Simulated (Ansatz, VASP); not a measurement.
**SnTe in VASP and in Ansatz**

```
Sn Te
1.0
     2.22014   -3.86935    0.00000
     2.22014    3.86935    0.00000
     0.00000    0.00000    7.74774
Sn Te
2 2
Direct
  0.50010 0.50010 0.50000
  0.49990 0.49990 0.00000
  0.16783 0.83217 0.75000
  0.83217 0.16783 0.25000
```

Alike in both runs: functional PBE; k mesh 4 × 4 × 4; occupations gaussian, width 0.1 eV; no spin polarisation.

Ansatz relaxed the structure, and its values are those at the end. VASP's run is a single point on that final structure, the one shown.

|  | VASP | Ansatz |
| --- | --- | --- |
| version | VASP 6.6.1 | Ansatz 0.2.0 |
| potentials or method | VASP PAW PBE potentials, release 64 (Sn_d, Te), cutoff 520 eV | scalar-relativistic, plane waves, PAW |
| valence electrons in the cell | 40 | 60 |

```tsv
	VASP	Ansatz	Ansatz less VASP
gap on the k mesh at the Fermi level (eV)	none	none	-
pressure (GPa)	0.0	0.0	+0.03
```

A gap of «none» marks a metal or a gap that the smearing closes. With one functional, cell and mesh, what is left measures potentials, basis and numerics. VASP's potentials hold 40 valence electrons a cell and Ansatz's 60, so a difference there can come from the potentials and not from the codes.

The k mesh is coarse, so the values compare programs but aren't converged. Neither program's run includes spin-orbit coupling.
